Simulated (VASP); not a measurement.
# Cu (I4/mmm) in VASP: a series of runs, part 2 of 2

VASP 6.6.1. Earlier steps stand in the parts before.

## (5) Single point, LDA (11.15 Å³/atom)

This run uses another cell than the first one, of 11.15 Å³/atom.

INCAR reads:

```
  PREC = Accurate
  ENCUT = 520
  EDIFF = 1E-7
  ISMEAR = 0
  SIGMA = 0.15
  LREAL = False
  LASPH = True
  NELM = 100
  ALGO = Fast
  ISIF = 2
  LWAVE = False
  LCHARG = False
  GGA = CA
  NBANDS = 12
```

KPOINTS reads:

```
Automatic mesh
0
Gamma
  24 24 24
```

POSCAR reads:

```
Cu
1.0
   -1.4659866358      1.4659866358      1.2968117781
    1.4659866358     -1.4659866358      1.2968117781
    1.4659866358      1.4659866358     -1.2968117781
Cu
1
Direct
    0.0000000000      0.0000000000      0.0000000000
```

Potentials or basis: VASP PAW LDA potentials, release 64 (Cu).

The run is started by

```sh
cat potpaw_LDA.64/Cu/POTCAR > POTCAR
mpirun -np 1 vasp_std > vasp.out
```

OUTCAR:

```text
PREC = Accurate
   ENCUT = 520
   EDIFF = 1E-7
   ISMEAR = 0
   LREAL = False
   LASPH = True
   NELM = 100
   ISIF = 2
   GGA = CA

 ion  position               nearest neighbor table
   1  0.000  0.000  0.000-

  LATTYP: Found a body centered tetragonal cell.
 ALAT       =     2.9319732716
 C/A-ratio  =     0.8846000000

  Lattice vectors:

 A1 = (  -1.4659866358,   1.4659866358,   1.2968117781)
 A2 = (   1.4659866358,  -1.4659866358,   1.2968117781)
 A3 = (   1.4659866358,   1.4659866358,  -1.2968117781)

Analysis of symmetry for initial positions (statically):
=====================================================================
 Subroutine PRICEL returns:
 Original cell was already a primitive cell.

 Routine SETGRP: Setting up the symmetry group for a
 body centered tetragonal supercell.

 Subroutine GETGRP returns: Found 16 space group operations
 (whereof 16 operations were pure point group operations)
 out of a pool of 16 trial point group operations.

The static configuration has the point symmetry D_4h.

Analysis of symmetry for dynamics (positions and initial velocities):
=====================================================================
 Subroutine PRICEL returns:
 Original cell was already a primitive cell.

 Routine SETGRP: Setting up the symmetry group for a
 body centered tetragonal supercell.

 Subroutine GETGRP returns: Found 16 space group operations
 (whereof 16 operations were pure point group operations)
 out of a pool of 16 trial point group operations.

The dynamic configuration has the point symmetry D_4h.

 Subroutine INISYM returns: Found 16 space group operations
 (whereof 16 operations are pure point group operations),
 and found     1 'primitive' translations

----------------------------------------------------------------------------------------

                                     Primitive cell

  volume of cell :      11.1480

[... 112 lines left out ...]
   LHFCALC =     F    Hartree Fock is set to
   AEXX    =    0.0000 exact exchange contribution
   IVDW    =     0    specifies the selected vdW correction
   LEPSILON=     F    determine dielectric tensor
   LRPA    =     F    only Hartree local field effects (RPA)
 non-spin polarized calculation
 RMM-DIIS sequential band-by-band and
 Gauss-broadening in eV      SIGMA  =   0.15
  energy-cutoff  :      520.00
  volume of cell :       11.15
 maximum number of plane-waves:       313
   NGX =  9   NGY =  9   NGZ =  9

 number of electron      11.0000010 magnetization

 Free energy of the ion-electron system (eV)
  ---------------------------------------------------
  ext. energy  EPLUGINS =         0.00000000
  ---------------------------------------------------
  free energy    TOTEN  =        -4.66618938 eV

  energy without entropy =       -4.66194625  energy(sigma->0) =       -4.66406781

 E-fermi :   8.1018     XC(G=0): -13.4422

 val. band max:        8.0975384353   @ k =   0.5000   0.1667   0.1250
 cond. band min:       8.1023785926   @ k =   0.3333   0.0833   0.0833
 fundamental gap:      0.0048401573
 Fermi energy:         8.1017587173

 k-point     1 :       0.0000    0.0000    0.0000
  band No.  band energies     occupation
      1      -1.7061      2.00000
      2       4.4157      2.00000
      3       4.9751      2.00000
      4       4.9751      2.00000
      5       5.4819      2.00000
      6       6.0894      2.00000
      7      32.0849      0.00000
      8      32.0849      0.00000
      9      36.0089      0.00000
     10      36.1606      0.00000
     11      36.7057      0.00000
     12      37.7106      0.00000
[... 331 lines left out ...]
 k-point    24 :       0.4583    0.0417   -0.0000
  band No.  band energies     occupation
      1       2.7401      2.00000
      2       3.7897      2.00000
      3       5.7595      2.00000
      4       6.2146      2.00000
      5       6.5146      2.00000
      6       7.9062      1.93472
      7      13.4089      0.00000
      8      24.5049      0.00000
      9      25.1275      0.00000
     10      29.7648      0.00000
     11      32.8585      0.00000
     12      41.2066      0.00000

 [... further k-points ...]

------------------------ aborting loop because EDIFF is reached ----------------------------------------

  FORCE on cell =-STRESS in cart. coord.  units (eV):
  Direction    XX          YY          ZZ          XY          YZ          ZX
  --------------------------------------------------------------------------------------
  -------------------------------------------------------------------------------------
  Total       -0.1797537     -0.1797537     -0.0651801      0.0000000      0.0000000      0.0000000
  in kB      -25.8339932    -25.8339932     -9.3676065      0.0000000      0.0000000      0.0000000
  external PRESSURE =     -20.3451976 kB  Pullay stress =       0.0000000 kB

 VOLUME and BASIS-vectors are now :
 -----------------------------------------------------------------------------
  energy-cutoff  :      520.00
  volume of cell :       11.15
      direct lattice vectors                 reciprocal lattice vectors
    -1.465986636  1.465986636  1.296811778     0.000000000  0.341067229  0.385560965
     1.465986636 -1.465986636  1.296811778     0.341067229  0.000000000  0.385560965
     1.465986636  1.465986636 -1.296811778     0.341067229  0.341067229  0.000000000

 POSITION                                       TOTAL-FORCE (eV/Angst)
 -----------------------------------------------------------------------------------
      0.00000      0.00000      0.00000         0.000000     -0.000000      0.000000
 -----------------------------------------------------------------------------------
    total drift:                                0.000000      0.000000      0.000000

  FREE ENERGIE OF THE ION-ELECTRON SYSTEM (eV)
  ---------------------------------------------------
  free  energy   TOTEN  =        -4.6661893788 eV

  energy  without entropy=       -4.6619462502  energy(sigma->0) =       -4.66406781
```

OSZICAR:

```text
N       E                     dE             d eps       ncg     rms          rms(c)
DAV:   1     0.421204504551E+02    0.42120E+02   -0.53456E+03 28544   0.158E+03
DAV:   2    -0.429789416501E+01   -0.46418E+02   -0.42818E+02 26364   0.209E+02
DAV:   3    -0.566274779242E+01   -0.13649E+01   -0.13566E+01 29436   0.409E+01
DAV:   4    -0.567129721635E+01   -0.85494E-02   -0.85481E-02 28868   0.285E+00
DAV:   5    -0.567137954726E+01   -0.82331E-04   -0.82330E-04 29768   0.283E-01    0.795E+00
RMM:   6    -0.501384242553E+01    0.65754E+00   -0.31152E+00 31991   0.333E+01    0.428E+00
RMM:   7    -0.468563164634E+01    0.32821E+00   -0.43912E-01 31788   0.122E+01    0.110E+00
RMM:   8    -0.466805896338E+01    0.17573E-01   -0.19704E-02 32722   0.141E+00    0.315E-01
RMM:   9    -0.466613063619E+01    0.19283E-02   -0.38219E-03 33161   0.116E+00    0.277E-02
RMM:  10    -0.466618340442E+01   -0.52768E-04   -0.63037E-04 34267   0.339E-01    0.245E-02
RMM:  11    -0.466618854879E+01   -0.51444E-05   -0.11791E-04 36131   0.111E-01    0.931E-03
RMM:  12    -0.466618927958E+01   -0.73079E-06   -0.16445E-05 35207   0.484E-02    0.588E-03
RMM:  13    -0.466618945618E+01   -0.17660E-06   -0.31940E-06 33915   0.174E-02    0.353E-03
RMM:  14    -0.466618937878E+01    0.77406E-07   -0.47179E-07 26859   0.673E-03
   1 F= -.46661894E+01 E0= -.46640678E+01  d E =-.424313E-02
```

stdout:

```text
POSCAR found type information on POSCAR Cu
 POSCAR found :  1 types and       1 ions
 scaLAPACK will be used
 LDA part: xc-table for (Slater(with rela. corr.)+CA(PZ))
 , standard interpolation
 POSCAR, INCAR and KPOINTS ok, starting setup
 FFT: planning ... GRIDC
 FFT: planning ... GRID_SOFT
 FFT: planning ... GRID
 WAVECAR not read
 entering main loop
WARNING in EDDRMM: call to ZHEGV failed, returncode =   6  3      8
WARNING in EDDRMM: call to ZHEGV failed, returncode =   6  3      9
WARNING in EDDRMM: call to ZHEGV failed, returncode =   6  3     11
WARNING in EDDRMM: call to ZHEGV failed, returncode =   6  3      9
WARNING in EDDRMM: call to ZHEGV failed, returncode =   6  3      9
WARNING in EDDRMM: call to ZHEGV failed, returncode =   6  3      9
WARNING in EDDRMM: call to ZHEGV failed, returncode =   6  3      9
WARNING in EDDRMM: call to ZHEGV failed, returncode =   6  3      9
WARNING in EDDRMM: call to ZHEGV failed, returncode =   6  3      9
WARNING in EDDRMM: call to ZHEGV failed, returncode =   6  3     10
```

Run time: 60 s. Hardware: 1 thread of Intel Xeon 6975P-C (Granite Rapids), shared host; peak memory 0.23 GiB.

Results:

```
Free energy            : -4.6662 eV
Pressure               : -2.0 GPa
Band gap on the k mesh : zero (an odd number of electrons rules out a gap without spin polarisation)
```

## (6) Single point, LDA (11.15 Å³/atom)

This run uses another cell than the first one, of 11.15 Å³/atom.

INCAR reads:

```
  PREC = Accurate
  ENCUT = 520
  EDIFF = 1E-7
  ISMEAR = 0
  SIGMA = 0.15
  LREAL = F
  LASPH = T
  NELM = 60
  ALGO = Normal
  ISIF = 2
  LWAVE = F
  LCHARG = F
  GGA = CA
  NBANDS = 12
```

KPOINTS reads:

```
regular mesh
0
Gamma
  24 24 24
```

POSCAR reads:

```
Cu
1.0
   -1.4957720626      1.4957720626      1.2456789738
    1.4957720626     -1.4957720626      1.2456789738
    1.4957720626      1.4957720626     -1.2456789738
Cu
1
Direct
    0.0000000000      0.0000000000      0.0000000000
```

Potentials or basis: VASP PAW LDA potentials, release 64 (Cu).

The run is started by

```sh
cat potpaw_LDA.64/Cu/POTCAR > POTCAR
mpirun -np 1 vasp_std > vasp.out
```

It took 53 s on 1 thread of Intel Xeon 6975P-C (Granite Rapids), shared host; peak memory 0.23 GiB.

Results (log left out):

- Free energy: -4.6545 eV
- Pressure: -1.3 GPa
- Band gap on the k mesh: zero (an odd number of electrons rules out a gap without spin polarisation)

Stress tensor (GPa, compression positive):
```
-3.71  0.00  0.00
 0.00 -3.71  0.00
 0.00  0.00  3.59
```

Levels at points of the mesh, in eV from the Fermi level:
```
           k point  band 4  band 5  band 6  band 7  band 8  band 9
(0.00, 0.00, 0.00)   -2.97   -2.88   -1.94   22.84   22.84   26.80
(0.50, 0.00, 0.00)   -1.69   -1.51   -0.10    5.54   16.62   16.63
(0.50, 0.50, 0.00)   -2.33   -1.60   -1.53    3.35   21.70   22.48
(0.50, 0.50, 0.50)   -1.68   -1.51    6.16    6.16   12.39   12.95
```

## (7) The runs side by side

```tsv
cell	gap on the mesh (eV)	pressure (GPa)
a = 2.471 Å, angles 104.9, 104.9, 119.0°, 1 atom	none	-4.5
a = 2.461 Å, angles 106.3, 106.3, 115.9°, 1 atom	none	-5.4
a = 2.466 Å, angles 105.6, 105.6, 117.5°, 1 atom	none	-5.1
a = 2.445 Å, angles 106.3, 106.3, 115.9°, 1 atom	none	-2.0
a = 2.455 Å, angles 104.9, 104.9, 119.0°, 1 atom	none	-1.3
```

Alike in all rows: task single point; level LDA; potentials or basis VASP PAW LDA potentials, release 64 (Cu); no spin polarisation; k mesh 24 × 24 × 24; cutoff (eV) 520; smearing gaussian 0.15 eV.

Caveats: the cell stands under tension (at least some runs).

Total energies depend on the potentials used, so only differences within one code and one set of settings carry meaning.
